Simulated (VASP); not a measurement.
# HC16 (a cell with a defect) in VASP: a series of runs

Runs on HC16 (a cell with a defect). Level: PBE+D3(BJ). Tasks: single point.

All numbers are computed with VASP 6.6.1; they aren't measurements. Logs are shortened: lines on timing, memory, paths and dates and some standing lists are left out, and cuts for length are marked.

### Step 1. The cell of the first run

The cell holds a defect, 17 atoms: a = 5.049 Å, b = 5.049 Å, c = 5.049 Å, α = 60.00°, β = 60.00°, γ = 60.00°.

### Step 2. Single point, PBE+D3(BJ)

INCAR reads:

```
SYSTEM = HC16
PREC = Accurate ; ENCUT = 520
EDIFF = 1E-7 ; ISMEAR = 0
SIGMA = 0.02 ; LREAL = Auto
LASPH = .True. ; NELM = 80
ALGO = Normal ; ISIF = 2
LWAVE = .False. ; LCHARG = .False.
GGA = PE ; IVDW = 12
NELECT = 64.0 ; NBANDS = 46
```

KPOINTS reads:

```
regular mesh
0
Gamma
  3 3 3
  0 0 0
```

POSCAR reads:

```
HC16
1.0
    0.0000000000      3.5700000000      3.5700000000
    3.5700000000      0.0000000000      3.5700000000
    3.5700000000      3.5700000000      0.0000000000
C H
16 1
Direct
    0.0025708099     -0.0011071809     -0.0103265372
    0.1312756006      0.1231446977      0.1105109206
    0.0100170463     -0.0011072374      0.4839476009
    0.1272025281      0.1221313817      0.6161680491
    0.0014768026      0.4987138262     -0.0073968203
    0.1252411131      0.6257647735      0.1157481493
   -0.0093206283      0.5001358801      0.4901652411
    0.0972806717      0.6357463258      0.6270087674
    0.5059009427     -0.0011456975     -0.0111001292
    0.6285762879      0.1232073934      0.1149976246
    0.5038891429     -0.0023902114      0.4885195809
    0.6403242331      0.1131484044      0.6145367972
    0.4998704328      0.4970342411     -0.0058435073
    0.6297918044      0.6248850528      0.1119931070
    0.5338978644      0.4919857111      0.4777105738
    0.6210356596      0.6249745065      0.6207472523
    0.3153929883      0.4128847329      0.5511010299
```

Potentials or basis: VASP PAW PBE potentials, release 64 (C, H).

Started as:

```bash
$ cat potpaw_PBE.64/C/POTCAR potpaw_PBE.64/H/POTCAR > POTCAR
$ mpirun -np 1 vasp_std > vasp.out
```

OUTCAR:

```text
SYSTEM = HC16
   PREC = Accurate
   ENCUT = 520
   EDIFF = 1E-7
   ISMEAR = 0
   LREAL = Auto
   LASPH = .True.
   NELM = 80
   ISIF = 2
   GGA = PE
   IVDW = 12
   NELECT = 64.0
 IVDW          = 12

 ion  position               nearest neighbor table
   1  0.003  0.999  0.990-   6 1.54   4 1.54   2 1.54  10 1.54
   2  0.131  0.123  0.111-   3 1.54   1 1.54   9 1.54   5 1.55
   3  0.010  0.999  0.484-   8 1.50  12 1.52   4 1.54   2 1.54
   4  0.127  0.122  0.616-   3 1.54   1 1.54  11 1.55   7 1.56
   5  0.001  0.499  0.993-   8 1.51  14 1.53   6 1.54   2 1.55
   6  0.125  0.626  0.116-   1 1.54   5 1.54   7 1.54  13 1.54
   7  0.991  0.500  0.490-  16 1.52   6 1.54   4 1.56   8 1.56
   8  0.097  0.636  0.627-  17 1.18   3 1.50   5 1.51   7 1.56  15 1.80
   9  0.506  0.999  0.989-  10 1.54  14 1.54  12 1.54   2 1.54
  10  0.629  0.123  0.115-   9 1.54  11 1.54  13 1.54   1 1.54
  11  0.504  0.998  0.489-  16 1.54  10 1.54   4 1.55  12 1.56
  12  0.640  0.113  0.615-   3 1.52   9 1.54  11 1.56  15 1.56
  13  0.500  0.497  0.994-  16 1.54  10 1.54   6 1.54  14 1.55
  14  0.630  0.625  0.112-  15 1.51   5 1.53   9 1.54  13 1.55
  15  0.534  0.492  0.478-  17 1.18  16 1.50  14 1.51  12 1.56   8 1.80
  16  0.621  0.625  0.621-  15 1.50   7 1.52  11 1.54  13 1.54
  17  0.315  0.413  0.551-   8 1.18  15 1.18

  LATTYP: Found a face centered cubic cell.
 ALAT       =     7.1400000000

  Lattice vectors:

 A1 = (   0.0000000000,   3.5700000000,   3.5700000000)
 A2 = (   3.5700000000,   0.0000000000,   3.5700000000)
 A3 = (   3.5700000000,   3.5700000000,   0.0000000000)

Analysis of symmetry for initial positions (statically):
=====================================================================
 Subroutine PRICEL returns:
 Original cell was already a primitive cell.

 Routine SETGRP: Setting up the symmetry group for a
 face centered cubic supercell.

 Subroutine GETGRP returns: Found  1 space group operations
 (whereof  1 operations were pure point group operations)
 out of a pool of 48 trial point group operations.

The static configuration has the point symmetry C_1 .

Analysis of symmetry for dynamics (positions and initial velocities):
=====================================================================
 Subroutine PRICEL returns:
 Original cell was already a primitive cell.

 Routine SETGRP: Setting up the symmetry group for a
 face centered cubic supercell.

 Subroutine GETGRP returns: Found  1 space group operations
 (whereof  1 operations were pure point group operations)
 out of a pool of 48 trial point group operations.

The dynamic configuration has the point symmetry C_1 .

 Subroutine INISYM returns: Found  1 space group operations
 (whereof  1 operations are pure point group operations),
 and found     1 'primitive' translations

----------------------------------------------------------------------------------------

                                     Primitive cell

  volume of cell :      90.9986

  direct lattice vectors                    reciprocal lattice vectors
     0.000000000  3.570000000  3.570000000    -0.140056022  0.140056022  0.140056022
     3.570000000  0.000000000  3.570000000     0.140056022 -0.140056022  0.140056022
     3.570000000  3.570000000  0.000000000     0.140056022  0.140056022 -0.140056022

  length of vectors
     5.048742418  5.048742418  5.048742418     0.242584147  0.242584147  0.242584147

  position of ions in fractional coordinates (direct lattice)
     0.002570810  0.998892819  0.989673463
     0.131275601  0.123144698  0.110510921
     0.010017046  0.998892763  0.483947601
     0.127202528  0.122131382  0.616168049
     0.001476803  0.498713826  0.992603180
     0.125241113  0.625764774  0.115748149
[... 9 lines left out ...]
     0.621035660  0.624974507  0.620747252
     0.315392988  0.412884733  0.551101030

  ion indices of the primitive-cell ions
   primitive index   ion index
                 1           1
                 2           2
                 3           3
                 4           4
                 5           5
                 6           6
[... 9 lines left out ...]
                16          16
                17          17

----------------------------------------------------------------------------------------

 KPOINTS: regular mesh

Automatic generation of k-mesh.
 Grid dimensions read from file:
 generate k-points for:    3    3    3

 Generating k-lattice:

  Cartesian coordinates                     Fractional coordinates (reciprocal lattice)
    -0.046685341  0.046685341  0.046685341     0.333333333  0.000000000  0.000000000
     0.046685341 -0.046685341  0.046685341     0.000000000  0.333333333  0.000000000
     0.046685341  0.046685341 -0.046685341     0.000000000  0.000000000  0.333333333

  Length of vectors
     0.080861382  0.080861382  0.080861382

  Shift w.r.t. Gamma in fractional coordinates (k-lattice)
     0.000000000  0.000000000  0.000000000

 Subroutine IBZKPT returns following result:
 ===========================================

 Found     14 irreducible k-points:

 Following reciprocal coordinates:
            Coordinates               Weight
  0.000000  0.000000  0.000000      1.000000
  0.333333  0.000000  0.000000      2.000000
  0.000000  0.333333  0.000000      2.000000
  0.000000  0.000000  0.333333      2.000000
  0.333333  0.333333  0.333333      2.000000
  0.333333  0.333333  0.000000      2.000000
  0.000000  0.333333  0.333333      2.000000
  0.333333  0.000000  0.333333      2.000000
 -0.333333  0.333333  0.000000      2.000000
  0.000000 -0.333333  0.333333      2.000000
  0.333333  0.000000 -0.333333      2.000000
  0.333333  0.333333 -0.333333      2.000000
 -0.333333  0.333333 -0.333333      2.000000
  0.333333 -0.333333 -0.333333      2.000000
   k-points           NKPTS =     14   k-points in BZ     NKDIM =     14   number of bands    NBANDS=     46
   number of dos      NEDOS =    301   number of ions     NIONS =     17
   total plane-waves  NPLWV =  64000
   dimension x,y,z NGX =    40 NGY =   40 NGZ =   40
   dimension x,y,z NGXF=    80 NGYF=   80 NGZF=   80
   ions per type =              16   1
   NGX,Y,Z   is equivalent  to a cutoff of  13.17, 13.17, 13.17 a.u.
   NGXF,Y,Z  is equivalent  to a cutoff of  26.34, 26.34, 26.34 a.u.
 SYSTEM =  HC16
   PREC   = accura    normal or accurate (medium, high low for compatibility)
   ISTART =      0    job   : 0-new  1-cont  2-samecut
   ICHARG =      2    charge: 1-file 2-atom 10-const
   ISPIN  =      1    spin polarized calculation?
   LNONCOLLINEAR =      F non collinear calculations
   LSORBIT =      F    spin-orbit coupling
   LASPH  =      T    aspherical Exc in radial PAW
   ENCUT  =  520.0 eV  38.22 Ry    6.18 a.u.   9.39  9.39  9.39*2*pi/ulx,y,z
   NELM   =     80;   NELMIN=  2; NELMDL= -5     # of ELM steps
   EDIFF  = 0.1E-06   stopping-criterion for ELM
   LREAL  =      T    real-space projection
   EDIFFG = 0.1E-05   stopping-criterion for IOM
   NSW    =      0    number of steps for IOM
   IBRION =     -1    ionic relax: 0-MD 1-quasi-New 2-CG
   NFREE  =      0    steps in history (QN), initial steepest desc. (CG)
   ISIF   =      2    stress and relaxation
   ISYM   =      2    0-nonsym 1-usesym 2-fastsym
   POTIM  = 0.5000    time-step for ionic-motion
   TEBEG  =    0.0;   TEEND  =   0.0 temperature during run
   PSTRESS=    0.0 pullay stress
   NELECT =      64.0000    total number of electrons
   NUPDOWN=      -1.0000    fix difference up-down
   EMIN   =  10.00;   EMAX   =-10.00  energy-range for DOS
   EFERMI =   0.00;   METHOD = LEGACY
   ISMEAR =     0;   SIGMA  =   0.02  broadening in eV -4-tet -1-fermi 0-gaus
   EFERMI_NEDOS =   21; number of points for ismear=-14 and -15
   IALGO  =     38    algorithm
   IMIX   =      4    mixing-type and parameters
     AMIX     =   0.40;   BMIX     =  1.00
     AMIX_MAG =   1.60;   BMIX_MAG =  1.00
  volume/ion in A,a.u.               =       5.35        36.12
  Fermi-wavevector in a.u.,A,eV,Ry     =   1.455872  2.751200 28.838420  2.119564
  Thomas-Fermi vector in A             =   2.572856
   LORBIT       =      0    0 simple, 1 ext, 2 COOP (PROOUT), +10 PAW based schemes
   GGA     = PE    functional components
   LHFCALC =     F    Hartree Fock is set to
   AEXX    =    0.0000 exact exchange contribution
   IVDW    =    12    specifies the selected vdW correction
   LEPSILON=     F    determine dielectric tensor
   LRPA    =     F    only Hartree local field effects (RPA)
 non-spin polarized calculation
 Gauss-broadening in eV      SIGMA  =   0.02
  energy-cutoff  :      520.00
  volume of cell :       91.00
 maximum number of plane-waves:      2453
 NGX is ok and might be reduce to    40
   NGX = 19   NGY = 19   NGZ = 19

 number of electron      64.0000000 magnetization

 Free energy of the ion-electron system (eV)
  ---------------------------------------------------
  ext. energy  EPLUGINS =         0.00000000
  ---------------------------------------------------
  free energy    TOTEN  =      -155.22740308 eV

  energy without entropy =     -155.22740308  energy(sigma->0) =     -155.22740308

 E-fermi :  10.0469     XC(G=0): -13.2417

 val. band max:        9.8923652167   @ k =   0.0000   0.0000   0.0000
 cond. band min:      12.4406278612   @ k =   0.0000   0.0000   0.0000
 fundamental gap:      2.5482626445
 Fermi energy:        10.0469074669

 k-point     1 :       0.0000    0.0000    0.0000
  band No.  band energies     occupation
      1     -11.9892      2.00000
      2      -6.9355      2.00000
      3      -6.0171      2.00000
      4      -5.9381      2.00000
      5      -5.8856      2.00000
      6      -4.7846      2.00000
[... 36 lines left out ...]
     43      17.6867      0.00000
     44      18.0453      0.00000

 k-point     2 :       0.3333    0.0000    0.0000
  band No.  band energies     occupation
      1     -11.2426      2.00000
      2      -9.0092      2.00000
      3      -6.8841      2.00000
      4      -6.0007      2.00000
      5      -5.9121      2.00000
      6      -5.1850      2.00000
[... 556 lines left out ...]
 k-point    14 :       0.3333   -0.3333   -0.3333
  band No.  band energies     occupation
      1     -10.2180      2.00000
      2      -9.3422      2.00000
      3      -8.8530      2.00000
      4      -6.9748      2.00000
      5      -6.6892      2.00000
      6      -4.6095      2.00000
[... 36 lines left out ...]
     43      19.2646      0.00000
     44      19.4803      0.00000
 [bands above 44 left out]

------------------------ aborting loop because EDIFF is reached ----------------------------------------

 Edisp (eV)   -3.23253

 E8    (eV) :    -0.9204

  FORCE on cell =-STRESS in cart. coord.  units (eV):
  Direction    XX          YY          ZZ          XY          YZ          ZX
  --------------------------------------------------------------------------------------
  -------------------------------------------------------------------------------------
  Total      -9.07958    -8.79806    -9.04176    -2.58729     2.64875    -2.13837
  in kB    -159.86076  -154.90417  -159.19480   -45.55349    46.63546   -37.64941
  external pressure =     -157.99 kB  Pullay stress =        0.00 kB

 VOLUME and BASIS-vectors are now :
 -----------------------------------------------------------------------------
  energy-cutoff  :      520.00
  volume of cell :       91.00
      direct lattice vectors                 reciprocal lattice vectors
     0.000000000  3.570000000  3.570000000    -0.140056022  0.140056022  0.140056022
     3.570000000  0.000000000  3.570000000     0.140056022 -0.140056022  0.140056022
     3.570000000  3.570000000  0.000000000     0.140056022  0.140056022 -0.140056022

 POSITION                                       TOTAL-FORCE (eV/Angst)
 -----------------------------------------------------------------------------------
      7.09918      3.54231      3.57523         0.001241     -0.004397     -0.006040
      0.83415      0.86318      0.90828         0.003627     -0.000634      0.002788
      5.29374      1.76345      3.60181         0.000610     -0.000634     -0.002680
      2.63573      2.65383      0.89012        -0.000926     -0.003932      0.007277
      5.32400      3.54887      1.78568         0.002912      0.004069     -0.006409
      2.64720      0.86033      2.68109        -0.001072     -0.000326     -0.001643
[... 9 lines left out ...]
      4.44723      4.43316      4.44826         0.001396     -0.000101      0.007029
      3.44143      3.09338      2.59995        -0.015107      0.002594     -0.017194
 -----------------------------------------------------------------------------------
    total drift:                               -0.011285     -0.002530     -0.001888

  FREE ENERGIE OF THE ION-ELECTRON SYSTEM (eV)
  ---------------------------------------------------
  free  energy   TOTEN  =      -158.4599346022 eV

  energy  without entropy=     -158.4599346022  energy(sigma->0) =     -158.45993460
```

Run time: 69 s. Hardware: 1 thread of Intel Xeon 6975P-C (Granite Rapids), shared host; peak memory 0.26 GiB.

What came out:

* Free energy: -158.4599 eV
* Largest force: 0.024 eV/Å
* Dispersion energy per atom: -0.190 eV

Forces on the atoms (eV/Å):
```
C    0.001 -0.004 -0.006
C    0.004 -0.001  0.003
C    0.001 -0.001 -0.003
C   -0.001 -0.004  0.007
C    0.003  0.004 -0.006
C   -0.001  0.000 -0.002
C   -0.008  0.001 -0.005
C   -0.004  0.011  0.021
C   -0.001  0.000 -0.004
C   -0.001 -0.002  0.003
C    0.005  0.002 -0.003
C   -0.001  0.001  0.004
C   -0.001 -0.001 -0.002
C   -0.002 -0.003  0.008
C    0.021 -0.006 -0.004
C    0.001  0.000  0.007
H   -0.015  0.003 -0.017
```

Caveat: the k points lie up to 0.51 Å⁻¹ apart; the cell carries a net charge on a neutralising background, which shifts energy and pressure; the cell is charged against a uniform background, so pressure and absolute levels hang on convention.

(Continued in part 2 of 2.)
